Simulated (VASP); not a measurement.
Here is a VASP 6.6.1 calculation.

File INCAR:

```
PREC     = Accurate       # precision mode
ENCUT    = 520            # plane-wave cutoff, eV
EDIFF    = 1E-6           # SCF threshold, eV
ISMEAR   = 0              # smearing method
SIGMA    = 0.05           # smearing width, eV
LREAL    = Auto         
LASPH    = True           # aspherical terms in the spheres
NELM     = 100            # most SCF steps
ALGO     = Normal         # electronic algorithm
ISIF     = 2              # what is computed and relaxed
LWAVE    = False          # write WAVECAR
LCHARG   = False          # write CHGCAR
GGA      = PE             # functional
NBANDS   = 78             # bands
```

File KPOINTS:

```
Automatic mesh
0
Gamma
  1 1 7
```

Contents of POSCAR:

```
TiC
1.0
   12.5000000000      0.0000000000      0.0000000000
    0.0000000000     12.4000000000      0.0000000000
    0.0000000000      0.0000000000      7.5046669291
Ti C
8 8
Direct
    0.5707546783      0.5000000000      0.0000000000
    0.4292453217      0.5000000000      0.3333333333
    0.3584906433      0.3764609901      0.0000000000
    0.6415093567      0.3764609901      0.3333333333
    0.5000000000      0.6235390099      0.6666666667
    0.3584906433      0.6235390099      0.0000000000
    0.6415093567      0.6235390099      0.3333333333
    0.5000000000      0.3764609901      0.6666666667
    0.4292453217      0.5000000000      0.8333333333
    0.5707546783      0.5000000000      0.5000000000
    0.5000000000      0.3764609901      0.1666666667
    0.3584906433      0.6235390099      0.5000000000
    0.6415093567      0.6235390099      0.8333333333
    0.5000000000      0.6235390099      0.1666666667
    0.3584906433      0.3764609901      0.5000000000
    0.6415093567      0.3764609901      0.8333333333
```

Potentials or basis: VASP PAW PBE potentials, release 64 (Ti_sv, C).

Command:

```console
$ cat potpaw_PBE.64/Ti_sv/POTCAR potpaw_PBE.64/C/POTCAR > POTCAR
$ mpirun -np 1 vasp_std > vasp.out
```

Predict the largest force.

3.874 eV/Å.

Forces in eV/Å, atoms in the order of the input:
```
Ti   1.103  0.000 -1.125
Ti  -1.103  0.000  1.125
Ti   3.011  2.376  0.545
Ti  -3.011  2.376 -0.545
Ti   0.000 -1.769  0.000
Ti   3.011 -2.376  0.545
Ti  -3.011 -2.376 -0.545
Ti   0.000  1.769  0.000
C   -1.169  0.000  0.896
C    1.169  0.000 -0.896
C    0.000 -0.932  0.000
C    1.518 -0.964 -0.089
C   -1.518 -0.964  0.089
C    0.000  0.932  0.000
C    1.518  0.964 -0.089
C   -1.518  0.964  0.089
```
